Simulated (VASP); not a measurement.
Mg4Se:

```
Mg Se
1.0
    -3.01780    3.01780    3.01780
     3.01780   -3.01780    3.01780
     3.01780    3.01780   -3.01780
Mg Se
4 1
Direct
  0.00000 0.63058 0.00000
  0.36942 0.36942 0.36942
  0.00000 0.00000 0.63058
  0.63058 0.00000 0.00000
  0.00000 0.00000 0.00000
```

- Program: VASP 6.6.1
- Task: relaxation of cell and atoms
- Functional: PBE
- Potentials or basis: VASP PAW PBE potentials, release 64 (Mg, Se)
- Cutoff: 600 eV
- k mesh: 4 × 4 × 4
- Occupations: gaussian, width 0.1 eV
- Spin: no spin polarisation

At the start: pressure 42.6 GPa; volume 21.99 Å³/atom.

**Question.** How do energy, volume and symmetry change on relaxing?

**Answer.** Over 21 steps the energy falls by 2081.1 meV/atom and the volume is 26.39 Å³/atom (+20.0 %); space group Im-3m (No. 229, to 0.05 Å).

The path:
```tsv
step	energy change (eV)	largest force (eV/Å)	pressure (GPa)	volume (Å³)
1	0.0000	11.3657	42.61	109.93
2	-7.8654	0.2109	-4.63	231.67
3	-9.7016	0.3952	-2.32	165.36
4	-9.7105	0.4463	-2.09	163.93
5	-9.7168	0.5870	-1.47	160.40
6	-9.7174	0.5390	-1.68	161.54
7	-9.8339	0.5740	-1.28	155.48
8	-10.0760	0.6704	0.73	138.20
9	-9.6601	0.6447	10.34	107.59
10	-10.0803	0.7473	2.07	131.60
11	-10.1667	0.6124	1.72	130.97
12	-10.3348	0.2922	1.11	129.12
13	-10.3242	0.2677	1.98	125.45
14	-10.3874	0.0579	1.15	127.46
15	-10.3879	0.0329	1.18	127.29
16	-10.4028	0.0472	0.32	130.82
17	-10.4036	0.0508	0.04	132.05
18	-10.4036	0.0503	0.07	131.89
19	-10.4036	0.0501	0.09	131.79
20	-10.4042	0.0435	0.08	131.83
21	-10.4054	0.0242	0.04	131.94
```

Final structure:
```xyz
5
Lattice="-3.2070 3.2070 3.2070 3.2070 -3.2070 3.2070 3.2070 3.2070 -3.2070" Properties=species:S:1:pos:R:3 pbc="T T T"
Mg    1.6103   -1.6103    1.6103
Mg    1.5968    1.5968    1.5968
Mg    4.8173   -1.5968    1.5968
Mg   -1.6103    1.6103    1.6103
Se    0.0000    0.0000    0.0000
```

Caveat: the k points lie up to 0.35 Å⁻¹ apart in the final cell; the volume moved by over 15 % at a fixed basis, so the end points are rough.
